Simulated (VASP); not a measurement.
A run of VASP 6.6.1 is set up as follows.

The input INCAR:

```
  ALGO = Normal
  EDIFF = 1E-6
  ENCUT = 520
  GGA = PS
  ISIF = 2
  ISMEAR = -1
  LASPH = T
  LCHARG = T
  LELF = T
  LREAL = F
  LVHAR = T
  LWAVE = F
  NBANDS = 16
  NELM = 100
  PREC = Accurate
  SIGMA = 0.03
```

Contents of KPOINTS:

```
k-points
0
Gamma
  10 10 6
```

POSCAR

```
AlN
1.0
    3.0474944919      0.0000000000      0.0000000000
   -1.5237472460      2.6392076479      0.0000000000
    0.0000000000      0.0000000000      4.8763796492
Al N
2 2
Direct
    0.3333333333      0.6666666667      0.0000000000
    0.6666666667      0.3333333333      0.5000000000
    0.3333333333      0.6666666667      0.3850000000
    0.6666666667      0.3333333333      0.8850000000
```

Potentials or basis: VASP PAW PBE potentials, release 64 (Al, N).

The run is started by

```sh
$ cat potpaw_PBE.64/Al/POTCAR potpaw_PBE.64/N/POTCAR > POTCAR
$ mpirun -np 1 vasp_std > vasp.out
```

(1) Predict the pressure.

(2) Estimate the band gap on the k mesh.

(3) Predict the largest force.

## Answers

(1) 14.8 GPa.

(2) 4.64 eV, direct.

(3) 0.181 eV/Å.

Caveat: the PAW data sets were made with another functional, which shifts forces and pressure a little.
